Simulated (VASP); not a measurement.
**Si20H11Cl2: single point with PBEsol**

The system is Si20H11Cl2, a slab with vacuum.

```
H Si Cl
1.0
     7.67918    0.00000    0.00000
     0.00000    7.67918    0.00000
     0.00000    0.00000   18.55436
H Si Cl
11 20 2
Direct
  0.40939 0.00000 0.05390
  0.09061 0.00000 0.05390
  0.90939 0.00000 0.05390
  0.59061 0.00000 0.05390
  0.40939 0.50000 0.05390
  0.09061 0.50000 0.05390
  0.90939 0.50000 0.05390
  0.59061 0.50000 0.05390
  0.83865 0.00536 0.44934
  0.24074 0.51235 0.44922
  0.75475 0.48036 0.45496
  0.25000 0.00000 0.10054
  0.75000 0.00000 0.10054
  0.25000 0.50000 0.10054
  0.75000 0.50000 0.10054
  0.24877 0.24983 0.16772
  0.74381 0.24942 0.16767
  0.24925 0.74930 0.17462
  0.74966 0.75079 0.17488
  0.99602 0.25184 0.23361
  0.49557 0.24168 0.23800
  0.99934 0.75098 0.24823
  0.49909 0.74191 0.24805
  0.99184 0.01569 0.30896
  0.49432 0.99913 0.31642
  0.00058 0.48716 0.31239
  0.50399 0.48195 0.31452
  0.24508 0.10282 0.38708
  0.72543 0.09279 0.39359
  0.25059 0.41634 0.37798
  0.75412 0.40491 0.37992
  0.51139 0.09330 0.47863
  0.12419 0.02270 0.48157
```

| Quantity | Value |
| --- | --- |
| Program | VASP 6.6.1 |
| Task | single point |
| Functional | PBEsol |
| Potentials or basis | VASP PAW PBE potentials, release 64 (H, Si, Cl) |
| Cutoff | 520 eV |
| k mesh | 1 × 1 × 1 |
| Occupations | gaussian, width 0.05 eV |
| Spin | collinear spin, zero start |

| Property | Result |
| --- | --- |
| Largest force | 0.793 eV/Å |
| Net moment | 1.00 μB per cell |
| Site moments | H +0.00, +0.01, -0.00 (each value once); Si -0.00, +0.01, +0.00, +0.16, +0.04, +0.05 (each value once); Cl +0.07, -0.00 μB |
| Valence electrons inside the program's atomic spheres | H 0.58, 0.56, 0.55 (each value once); Si 1.77, 1.76, 1.70, 1.71, 1.74, 1.73, 1.69, 1.67, 1.66, 1.56, 1.62 (each value once); Cl 5.07, 5.10 |

Forces on the atoms (eV/Å):
```
H   -0.755 -0.094  0.047
H    0.784 -0.110  0.045
H   -0.776 -0.079  0.053
H    0.768 -0.123  0.009
H   -0.677  0.103 -0.003
H    0.766  0.070  0.026
H   -0.746  0.030  0.078
H    0.707  0.138 -0.035
H   -0.029  0.019 -0.072
H    0.051 -0.307  0.015
H   -0.011 -0.027 -0.017
Si   0.006 -0.314 -0.111
Si  -0.046 -0.278 -0.162
Si   0.032  0.256 -0.044
Si  -0.200  0.296  0.024
Si  -0.032 -0.009  0.018
Si   0.032 -0.017  0.018
Si   0.014  0.003  0.000
Si   0.009 -0.052 -0.041
Si  -0.048  0.042 -0.063
Si  -0.003  0.000  0.050
Si  -0.050 -0.003 -0.055
Si   0.022  0.034 -0.003
Si   0.377 -0.067  0.077
Si  -0.090 -0.044 -0.031
Si  -0.026  0.087  0.123
Si  -0.033  0.008  0.056
Si  -0.207 -0.038 -0.288
Si  -0.075  0.073  0.317
Si  -0.047  0.091  0.016
Si   0.051  0.029 -0.043
Cl   0.153  0.287 -0.148
Cl   0.081 -0.004  0.145
```

Levels at points of the mesh, in eV from the Fermi level:
Spin up:
| k point | band 51 | band 52 | band 53 | band 54 | band 55 | band 56 |
| --- | --- | --- | --- | --- | --- | --- |
| (0.00, 0.00, 0.00) | -1.00 | -0.82 | -0.22 | 0.77 | 1.00 | 1.26 |
Spin down:
| k point | band 50 | band 51 | band 52 | band 53 | band 54 | band 55 |
| --- | --- | --- | --- | --- | --- | --- |
| (0.00, 0.00, 0.00) | -1.07 | -0.96 | -0.78 | 0.22 | 0.79 | 1.01 |

Run time: 5.8 min on 1 thread of Intel(R) Xeon(R) 6975P-C (Granite Rapids), with other jobs on the host, peak memory 1.4 GiB.

Caveat: the k points lie up to 0.82 Å⁻¹ apart, too coarse for converged energies, forces and pressures; there is no dipole correction, which matters where the two faces differ; the PAW data sets were made with another functional, which shifts forces and pressure a little.
